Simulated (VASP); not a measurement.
Here is a VASP 6.6.1 calculation.

File INCAR:

```
SYSTEM = LiF
PREC     = Accurate       ! precision mode
ENCUT    = 520            ! plane-wave cutoff, eV
EDIFF    = 1E-6           ! SCF threshold, eV
ISMEAR   = 0              ! smearing method
SIGMA    = 0.02           ! smearing width, eV
LREAL    = .FALSE.        ! projectors in reciprocal space
LASPH    = .TRUE.         ! aspherical terms in the spheres
NELM     = 100            ! most SCF steps
ALGO     = Normal         ! electronic algorithm
ISIF     = 2              ! what is computed and relaxed
LWAVE    = .FALSE.        ! write WAVECAR
LCHARG   = .FALSE.        ! write CHGCAR
GGA      = PE             ! functional
NBANDS   = 12             ! bands
```

The input KPOINTS:

```
Automatic mesh
0
G
  10 10 10
  0 0 0
```

File POSCAR:

```
LiF
1.0
    0.0000000000      1.9489972449      1.9489972449
    1.9489972449      0.0000000000      1.9489972449
    1.9489972449      1.9489972449      0.0000000000
Li F
1 1
Direct
    0.5000000000      0.5000000000      0.5000000000
    0.0000000000      0.0000000000      0.0000000000
```

Potentials or basis: VASP PAW PBE potentials, release 64 (Li_sv, F).

Run with:

```bash
$ cat potpaw_PBE.64/Li_sv/POTCAR potpaw_PBE.64/F/POTCAR > POTCAR
$ mpirun -np 1 vasp_std > vasp.out
```

Estimate the band gap on the k mesh.

10.02 eV, direct.

 A k mesh can miss the band edges.
